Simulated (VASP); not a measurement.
# Al16HRu16 (a cell with a defect) in VASP: a series of runs

Al16HRu16 (a cell with a defect) is run at these levels: PBE; tasks: single point.

All numbers are computed with VASP 6.6.1; they aren't measurements. Logs are shortened: lines on timing, memory, paths and dates and some standing lists are left out, and cuts for length are marked.

### Step 1. The cell of the first run

The cell holds a defect, 33 atoms: a = 8.495 Å, b = 8.495 Å, c = 8.495 Å, α = 60.00°, β = 60.00°, γ = 60.00°.

### Step 2. Single point, PBE

The input, INCAR:

```
PREC = Accurate
ENCUT = 520
EDIFF = 1E-7
ISMEAR = 1
SIGMA = 0.1
LREAL = Auto
LASPH = T
NELM = 80
ALGO = Normal
ISIF = 2
LWAVE = F
LCHARG = F
GGA = PE
NBANDS = 158
```

The input, KPOINTS:

```
regular mesh
0
Gamma
  1 1 1
```

The input, POSCAR:

```
Al16HRu16
1.0
    0.0000000000      6.0068828200      6.0068828200
    6.0068828200      0.0000000000      6.0068828200
    6.0068828200      6.0068828200      0.0000000000
Al Ru H
16 16 1
Direct
    0.0017690905      0.0004737907     -0.0008993999
    0.2517022306      0.2487352258      0.2494593678
    0.0015003959     -0.0014805711      0.4996790435
    0.2497526462      0.2484641991      0.7511241581
    0.0010194516      0.4997317369     -0.0006990544
    0.2507132419      0.7497250810      0.2498465857
    0.0020838565      0.4990655822      0.5005123445
    0.2499528936      0.7497510049      0.7503662024
    0.5004882075     -0.0004820383      0.0000628009
    0.7504882485      0.2492166080      0.2498221709
    0.5004664224      0.0002827798      0.4998428301
    0.7511549470      0.2481507171      0.7514331332
    0.5001125946      0.4999121737      0.0010543708
    0.7561067080      0.7639662350      0.2356313763
    0.4862790193      0.4941140479      0.5054674558
    0.7503227739      0.7501059968      0.7508478895
    0.1257922772      0.1244217505      0.1250079796
    0.3749081025      0.3735114256      0.3741306944
    0.1259768909      0.1242502446      0.6247863266
    0.3756189319      0.3743096885      0.8756135131
    0.1262599228      0.6242735504      0.1249718225
    0.3765925755      0.8736343625      0.3752757620
    0.1229661609      0.6254515296      0.6260720445
    0.3756435829      0.8745885377      0.8751483637
    0.6247705929      0.1272651009      0.1242648239
    0.8790926190      0.3711371169      0.3729889532
    0.6259557281      0.1239619709      0.6252796521
    0.8754331134      0.3747963406      0.8753326521
    0.6259249427      0.6243056486      0.1259574451
    0.8759273506      0.8746153654      0.3753085850
    0.6236388854      0.6265944282      0.6284405718
    0.8767147418      0.8753143537      0.8723253462
    0.6891710086      0.5610746425      0.4385055210
```

Potentials or basis: VASP PAW PBE potentials, release 64 (Al, Ru_pv, H).

Started as:

```bash
$ cat potpaw_PBE.64/Al/POTCAR potpaw_PBE.64/Ru_pv/POTCAR potpaw_PBE.64/H/POTCAR > POTCAR
$ mpirun -np 1 vasp_gam > vasp.out
```

OUTCAR:

```text
PREC = Accurate
   ENCUT = 520
   EDIFF = 1E-7
   ISMEAR = 1
   LREAL = Auto
   LASPH = T
   NELM = 80
   ISIF = 2
   GGA = PE

 ion  position               nearest neighbor table
   1  0.002  0.000  0.999-  24 2.59  17 2.59  19 2.60  28 2.60  21 2.61  30 2.61  32 2.61  25 2.61
                            14 2.90   4 2.98  12 2.99   8 3.00  10 3.00   6 3.00
   2  0.252  0.249  0.249-  26 2.58  18 2.58  25 2.59  20 2.59  17 2.60  22 2.60  19 2.60  21 2.60
                             9 3.00  11 3.00  13 3.00   3 3.01   5 3.01   7 3.01
   3  0.002  0.999  0.500-  26 2.58  32 2.58  23 2.59  30 2.59  17 2.60  22 2.60  19 2.60  27 2.60
                             6 3.00   8 3.00  16 3.00   2 3.01  10 3.01  12 3.01
   4  0.250  0.248  0.751-  24 2.59  17 2.59  28 2.60  19 2.60  20 2.61  27 2.61  23 2.61  18 2.61
                            15 2.90   1 2.98   7 2.99   5 3.00  11 3.00   9 3.00
   5  0.001  0.500  0.999-  23 2.59  26 2.59  28 2.60  20 2.60  29 2.60  17 2.60  21 2.60  32 2.61
                             8 3.00  16 3.00   4 3.00   2 3.01  14 3.01  10 3.01
   6  0.251  0.750  0.250-  17 2.60  24 2.60  21 2.60  30 2.60  29 2.60  22 2.60  18 2.61  23 2.61
                            15 2.95  13 3.00   3 3.00   7 3.00   9 3.00   1 3.00
   7  0.002  0.499  0.501-  18 2.59  23 2.59  19 2.60  28 2.60  21 2.60  30 2.60  26 2.63  31 2.63
                             4 2.99   6 3.00  16 3.01   2 3.01  12 3.01  14 3.07
   8  0.250  0.750  0.750-  32 2.59  31 2.59  19 2.60  21 2.60  22 2.60  24 2.60  20 2.60  23 2.61
                             5 3.00   3 3.00   1 3.00  13 3.01  15 3.01  11 3.01
   9  0.500  1.000  0.000-  24 2.60  17 2.60  27 2.60  20 2.60  29 2.60  22 2.60  32 2.61  25 2.61
[... 32 lines left out ...]
                            18 2.98  20 2.99  28 2.99  22 3.01  30 3.02  32 3.03
  26  0.879  0.371  0.373-  33 1.71   2 2.58   3 2.58   5 2.59  10 2.59   7 2.63  12 2.63  15 2.73
                            14 2.73  17 2.97  19 3.00  29 3.00  21 3.01  27 3.01  31 3.07
  27  0.626  0.124  0.625-  15 2.57  16 2.59  11 2.60   9 2.60  10 2.60  12 2.60   3 2.60   4 2.61
                            32 2.99  30 3.00  24 3.00  26 3.01  20 3.01  18 3.02
  28  0.875  0.375  0.875-   4 2.60   1 2.60  10 2.60   5 2.60   7 2.60  12 2.60  16 2.60  13 2.60
                            23 2.99  25 2.99  31 3.00  17 3.00  29 3.00  19 3.01
  29  0.626  0.624  0.126-  10 2.60   5 2.60  13 2.60  16 2.60   6 2.60   9 2.60  15 2.64  14 2.64
                            22 3.00  28 3.00  26 3.00  24 3.01  32 3.01  18 3.01
  30  0.876  0.875  0.375-  14 2.57   3 2.59  10 2.60   6 2.60  11 2.60  16 2.60   7 2.60   1 2.61
                            23 2.99  27 3.00  17 3.00  31 3.01  21 3.01  25 3.02
  31  0.624  0.627  0.628-  33 1.71  16 2.58  13 2.58   8 2.59  11 2.59  12 2.63   7 2.63  14 2.73
                            15 2.73  24 2.97  28 3.00  22 3.00  20 3.01  30 3.01  26 3.07
  32  0.877  0.875  0.872-  14 2.52   3 2.58  12 2.59  16 2.59   8 2.59   5 2.61   9 2.61   1 2.61
                            23 2.98  27 2.99  19 2.99  29 3.01  21 3.02  25 3.03
  33  0.689  0.561  0.439-  31 1.71  26 1.71  14 1.81  15 1.82

  LATTYP: Found a face centered cubic cell.
 ALAT       =    12.0137656400

  Lattice vectors:

 A1 = (   0.0000000000,   6.0068828200,   6.0068828200)
 A2 = (   6.0068828200,   0.0000000000,   6.0068828200)
 A3 = (   6.0068828200,   6.0068828200,   0.0000000000)

Analysis of symmetry for initial positions (statically):
=====================================================================
 Subroutine PRICEL returns:
 Original cell was already a primitive cell.

 Routine SETGRP: Setting up the symmetry group for a
 face centered cubic supercell.

 Subroutine GETGRP returns: Found  1 space group operations
 (whereof  1 operations were pure point group operations)
 out of a pool of 48 trial point group operations.

The static configuration has the point symmetry C_1 .

Analysis of symmetry for dynamics (positions and initial velocities):
=====================================================================
 Subroutine PRICEL returns:
 Original cell was already a primitive cell.

 Routine SETGRP: Setting up the symmetry group for a
 face centered cubic supercell.

 Subroutine GETGRP returns: Found  1 space group operations
 (whereof  1 operations were pure point group operations)
 out of a pool of 48 trial point group operations.

The dynamic configuration has the point symmetry C_1 .

 Subroutine INISYM returns: Found  1 space group operations
 (whereof  1 operations are pure point group operations),
 and found     1 'primitive' translations

----------------------------------------------------------------------------------------

                                     Primitive cell

  volume of cell :     433.4884

[... 82 lines left out ...]

Automatic generation of k-mesh.
 Grid dimensions read from file:
 generate k-points for:    1    1    1

 Generating k-lattice:

  Cartesian coordinates                     Fractional coordinates (reciprocal lattice)
    -0.083237848  0.083237848  0.083237848     1.000000000  0.000000000  0.000000000
     0.083237848 -0.083237848  0.083237848     0.000000000  1.000000000  0.000000000
     0.083237848  0.083237848 -0.083237848     0.000000000  0.000000000  1.000000000

  Length of vectors
     0.144172182  0.144172182  0.144172182

  Shift w.r.t. Gamma in fractional coordinates (k-lattice)
     0.000000000  0.000000000  0.000000000

 Subroutine IBZKPT returns following result:
 ===========================================

 Found      1 irreducible k-points:

 Following reciprocal coordinates:
            Coordinates               Weight
  0.000000  0.000000  0.000000      1.000000
   k-points           NKPTS =      1   k-points in BZ     NKDIM =      1   number of bands    NBANDS=    158
   number of dos      NEDOS =    301   number of ions     NIONS =     33
   total plane-waves  NPLWV = 262144
   dimension x,y,z NGX =    64 NGY =   64 NGZ =   64
   dimension x,y,z NGXF=   128 NGYF=  128 NGZF=  128
   ions per type =              16  16   1
   NGX,Y,Z   is equivalent  to a cutoff of  12.52, 12.52, 12.52 a.u.
   NGXF,Y,Z  is equivalent  to a cutoff of  25.05, 25.05, 25.05 a.u.
 SYSTEM =  unknown system
   PREC   = accura    normal or accurate (medium, high low for compatibility)
   ISTART =      0    job   : 0-new  1-cont  2-samecut
   ICHARG =      2    charge: 1-file 2-atom 10-const
   ISPIN  =      1    spin polarized calculation?
   LNONCOLLINEAR =      F non collinear calculations
   LSORBIT =      F    spin-orbit coupling
   LASPH  =      T    aspherical Exc in radial PAW
   ENCUT  =  520.0 eV  38.22 Ry    6.18 a.u.  15.80 15.80 15.80*2*pi/ulx,y,z
   NELM   =     80;   NELMIN=  2; NELMDL= -5     # of ELM steps
   EDIFF  = 0.1E-06   stopping-criterion for ELM
   LREAL  =      T    real-space projection
   EDIFFG = 0.1E-05   stopping-criterion for IOM
   NSW    =      0    number of steps for IOM
   IBRION =     -1    ionic relax: 0-MD 1-quasi-New 2-CG
   NFREE  =      0    steps in history (QN), initial steepest desc. (CG)
   ISIF   =      2    stress and relaxation
   ISYM   =      2    0-nonsym 1-usesym 2-fastsym
   POTIM  = 0.5000    time-step for ionic-motion
   TEBEG  =    0.0;   TEEND  =   0.0 temperature during run
   PSTRESS=    0.0 pullay stress
   NELECT =     273.0000    total number of electrons
   NUPDOWN=      -1.0000    fix difference up-down
   EMIN   =  10.00;   EMAX   =-10.00  energy-range for DOS
   EFERMI =   0.00;   METHOD = LEGACY
   ISMEAR =     1;   SIGMA  =   0.10  broadening in eV -4-tet -1-fermi 0-gaus
   EFERMI_NEDOS =   21; number of points for ismear=-14 and -15
   IALGO  =     38    algorithm
   IMIX   =      4    mixing-type and parameters
     AMIX     =   0.40;   BMIX     =  1.00
     AMIX_MAG =   1.60;   BMIX_MAG =  1.00
  volume/ion in A,a.u.               =      13.14        88.65
  Fermi-wavevector in a.u.,A,eV,Ry     =   1.403255  2.651767 26.791561  1.969124
  Thomas-Fermi vector in A             =   2.525935
   LORBIT       =      0    0 simple, 1 ext, 2 COOP (PROOUT), +10 PAW based schemes
   GGA     = PE    functional components
   LHFCALC =     F    Hartree Fock is set to
   AEXX    =    0.0000 exact exchange contribution
   IVDW    =     0    specifies the selected vdW correction
   LEPSILON=     F    determine dielectric tensor
   LRPA    =     F    only Hartree local field effects (RPA)
 non-spin polarized calculation
 Methfessel and Paxton  Order N= 1 SIGMA  =   0.10
  energy-cutoff  :      520.00
  volume of cell :      433.49
 maximum number of plane-waves:      5788
 NGX is ok and might be reduce to    64
   NGX = 31   NGY = 31   NGZ = 31

 number of electron     273.0000056 magnetization

 Free energy of the ion-electron system (eV)
  ---------------------------------------------------
  ext. energy  EPLUGINS =         0.00000000
  ---------------------------------------------------
  free energy    TOTEN  =      -240.31585206 eV

  energy without entropy =     -240.23704369  energy(sigma->0) =     -240.28958260

 E-fermi :  10.4684     XC(G=0): -12.5496

 val. band max:       10.4553382291   @ k =   0.0000   0.0000   0.0000
 cond. band min:      10.4702799931   @ k =   0.0000   0.0000   0.0000
 fundamental gap:      0.0149417640
 Fermi energy:        10.4683651775

 k-point     1 :       0.0000    0.0000    0.0000
  band No.  band energies     occupation
      1     -31.9702      2.00000
      2     -31.8825      2.00000
      3     -31.7740      2.00000
      4     -31.7683      2.00000
      5     -31.7540      2.00000
      6     -31.7487      2.00000
[... 140 lines left out ...]
    147      12.5453      0.00000
    148      12.5540      0.00000
 [bands above 148 left out]

------------------------ aborting loop because EDIFF is reached ----------------------------------------

  FORCE on cell =-STRESS in cart. coord.  units (eV):
  Direction    XX          YY          ZZ          XY          YZ          ZX
  --------------------------------------------------------------------------------------
  -------------------------------------------------------------------------------------
  Total       -9.9325183     -9.9408179     -9.2184725     -0.0000501     -0.0002415      0.0022003
  in kB      -36.7106845    -36.7413599    -34.0715643     -0.0001851     -0.0008925      0.0081323
  external PRESSURE =     -35.8412029 kB  Pullay stress =       0.0000000 kB

 VOLUME and BASIS-vectors are now :
 -----------------------------------------------------------------------------
  energy-cutoff  :      520.00
  volume of cell :      433.49
      direct lattice vectors                 reciprocal lattice vectors
     0.000000000  6.006882820  6.006882820    -0.083237848  0.083237848  0.083237848
     6.006882820  0.000000000  6.006882820     0.083237848 -0.083237848  0.083237848
     6.006882820  6.006882820  0.000000000     0.083237848  0.083237848 -0.083237848

 POSITION                                       TOTAL-FORCE (eV/Angst)
 -----------------------------------------------------------------------------------
      6.00433      6.01211      0.01347         0.000165     -0.000108     -0.003050
      2.99260      3.01042      3.00607         0.002784     -0.001047     -0.000721
      8.99950      3.01053      6.00700         0.002815     -0.001007      0.000444
      6.00441      6.01215      2.99273        -0.000532     -0.000110      0.001392
      9.00451      6.00881      3.00795        -0.000019      0.000938     -0.000256
      6.00431      3.00680      6.00952        -0.000910      0.000838      0.002019
[... 25 lines left out ...]
     10.49787     10.50628     10.52423        -0.000198     -0.000498      0.000589
      6.00436      6.77382      7.51008        -0.000153     -0.006740     -0.000124
 -----------------------------------------------------------------------------------
    total drift:                                0.002688     -0.012271     -0.005298

  FREE ENERGIE OF THE ION-ELECTRON SYSTEM (eV)
  ---------------------------------------------------
  free  energy   TOTEN  =      -240.3158520634 eV

  energy  without entropy=     -240.2370436871  energy(sigma->0) =     -240.28958260
```

It took 4.2 min on 1 thread of AMD EPYC 7R43 (Zen 3), shared host; peak memory 0.51 GiB.

Results:

```
Free energy            : -240.3159 eV
Pressure               : -3.6 GPa
Largest force          : 0.017 eV/Å
Band gap on the k mesh : zero (an odd number of electrons rules out a gap without spin polarisation)
```

Forces on the atoms (eV/Å):
```
Al   0.000  0.000 -0.003
Al   0.003 -0.001 -0.001
Al   0.003 -0.001  0.000
Al  -0.001  0.000  0.001
Al   0.000  0.001  0.000
Al  -0.001  0.001  0.002
Al   0.000 -0.003  0.000
Al   0.001  0.003 -0.002
Al  -0.002  0.002  0.000
Al   0.000  0.001  0.000
Al   0.000  0.002  0.001
Al   0.000 -0.003  0.000
Al   0.000  0.001  0.001
Al  -0.001  0.000 -0.003
Al  -0.001 -0.001  0.004
Al   0.000  0.000  0.000
Ru   0.001 -0.002  0.000
Ru   0.000  0.000  0.000
Ru   0.000 -0.001 -0.001
Ru   0.000  0.000  0.001
Ru   0.000  0.000 -0.001
Ru   0.000  0.001  0.000
Ru  -0.001  0.000  0.001
Ru  -0.001 -0.001 -0.001
Ru  -0.001  0.000  0.000
Ru  -0.016  0.007 -0.001
Ru   0.000  0.000  0.002
Ru   0.000 -0.002  0.000
Ru  -0.001 -0.001 -0.001
Ru   0.000 -0.001 -0.002
Ru   0.015  0.006  0.000
Ru   0.000  0.000  0.001
H    0.000 -0.007  0.000
```

Stress tensor (GPa, compression positive):
```
-3.67  0.00  0.00
 0.00 -3.67  0.00
 0.00  0.00 -3.41
```

Levels at points of the mesh, in eV from the Fermi level:
```
           k point  band 132  band 133  band 134  band 135  band 136  band 137  band 138  band 139  band 140  band 141
(0.00, 0.00, 0.00)     -1.23     -1.21     -1.20     -1.19     -0.01      0.00      0.01      0.23      0.23      0.26
```

Caveat: the k points lie up to 0.91 Å⁻¹ apart, too coarse for converged energies and pressures of a metal.

### Step 3. Single point, PBE

The input, INCAR:

```
SYSTEM = Al16HRu16
  ALGO = Normal
  EDIFF = 1E-7
  ENCUT = 520
  GGA = PE
  ISIF = 2
  ISMEAR = 1
  LASPH = .True.
  LCHARG = .True.
  LELF = .True.
  LREAL = Auto
  LVHAR = .True.
  LWAVE = .False.
  NBANDS = 158
  NELM = 80
  PREC = Accurate
  SIGMA = 0.1
```

The input, KPOINTS:

```
k-points
0
Gamma
  1 1 1
  0 0 0
```

The input, POSCAR:

```
Al16HRu16
1.0
    0.0000000000      6.0068828200      6.0068828200
    6.0068828200      0.0000000000      6.0068828200
    6.0068828200      6.0068828200      0.0000000000
Al Ru H
16 16 1
Direct
    0.0008250813      0.0012436860     -0.0013852917
    0.2490779441      0.2512236210      0.2500453889
   -0.0011487133      0.0009975858      0.5002712793
    0.2488328286      0.2492494181      0.7506075683
    0.0006637064      0.4999493114     -0.0006570215
    0.2485211710      0.7506440043      0.2492109302
   -0.0001219207      0.4999700415      0.4998875371
    0.2495597490      0.7499822507      0.7504444339
    0.4994342863      0.0015556295     -0.0016999213
    0.7501263185      0.2494140141      0.2498775487
    0.5000936776      0.0005163880      0.4999091269
    0.7501063807      0.2501969434      0.7496618451
    0.5002591727      0.4995883599     -0.0011318915
    0.7642369874      0.7555294666      0.2443156790
    0.4945443026      0.4858339243      0.5140169186
    0.7504885375      0.7498160220      0.7486382541
    0.1246331267      0.1254576865      0.1249263881
    0.3746740974      0.3751291183      0.3743790970
    0.1248030695      0.1252760896      0.6247508931
    0.3738848495      0.3744221549      0.8773833638
    0.1275590290      0.6242902782      0.1236698959
    0.3714193709      0.8786510238      0.3767846819
    0.1243562313      0.6254373808      0.6247344079
    0.3751886284      0.8748780943      0.8744051255
    0.6246303591      0.1257125057      0.1244608012
    0.8740039439      0.3760593683      0.3744470297
    0.6257744883      0.1225030673      0.6254547876
    0.8749296817      0.3751401631      0.8745931697
    0.6270005113      0.6230830321      0.1212513253
    0.8756686418      0.8762076080      0.3755960314
    0.6246718475      0.6254204993      0.6237450789
    0.8749525687      0.8754071770      0.8741009846
    0.5611299269      0.6889431121      0.3109799649
```

Potentials or basis: VASP PAW PBE potentials, release 64 (Al, Ru_pv, H).

Started as:

```bash
$ cat potpaw_PBE.64/Al/POTCAR potpaw_PBE.64/Ru_pv/POTCAR potpaw_PBE.64/H/POTCAR > POTCAR
$ mpirun -np 1 vasp_gam > vasp.out
```

Run time: 3.8 min. Hardware: 1 thread of AMD EPYC 7R43 (Zen 3), shared host; peak memory 0.51 GiB.

Results (log left out):

| Quantity | Value |
| --- | --- |
| Free energy | -240.3159 eV |
| Pressure | -3.6 GPa |
| Largest force | 0.022 eV/Å |
| Band gap on the k mesh | zero (an odd number of electrons rules out a gap without spin polarisation) |

Forces in eV/Å, atoms in the order of the input:
```
Al   0.000  0.001 -0.002
Al  -0.001  0.000  0.001
Al  -0.001  0.000  0.000
Al   0.000  0.000  0.001
Al  -0.001  0.000  0.001
Al   0.001  0.002 -0.001
Al  -0.001 -0.003 -0.002
Al   0.002  0.000 -0.001
Al   0.000  0.001  0.001
Al  -0.001  0.000 -0.001
Al   0.001  0.000  0.001
Al  -0.002 -0.002  0.003
Al   0.001  0.000  0.000
Al   0.000  0.001 -0.001
Al   0.000  0.001  0.001
Al   0.001  0.000  0.000
Ru   0.004  0.001 -0.002
Ru   0.003  0.004 -0.001
Ru  -0.002 -0.004 -0.001
Ru  -0.004 -0.001 -0.003
Ru  -0.004  0.004  0.003
Ru   0.013 -0.007  0.001
Ru   0.003 -0.001  0.001
Ru   0.004 -0.003  0.001
Ru   0.003 -0.001  0.001
Ru   0.002 -0.003  0.001
Ru  -0.003  0.004  0.000
Ru  -0.004  0.001  0.001
Ru  -0.018 -0.012 -0.001
Ru  -0.003 -0.001 -0.001
Ru   0.004  0.003 -0.002
Ru   0.003  0.004 -0.002
H   -0.002  0.011  0.000
```

Stress tensor (GPa, compression positive):
```
-3.66  0.00  0.00
 0.00 -3.67  0.00
 0.00  0.00 -3.41
```

Levels at points of the mesh, in eV from the Fermi level:
```csv
k point,band 132,band 133,band 134,band 135,band 136,band 137,band 138,band 139,band 140,band 141
"(0.00, 0.00, 0.00)",-1.23,-1.21,-1.20,-1.19,-0.01,0.00,0.01,0.23,0.23,0.26
```

Caveat: the k points lie up to 0.91 Å⁻¹ apart, too coarse for converged energies and pressures of a metal.

(Part 1 of 2 ends here.)
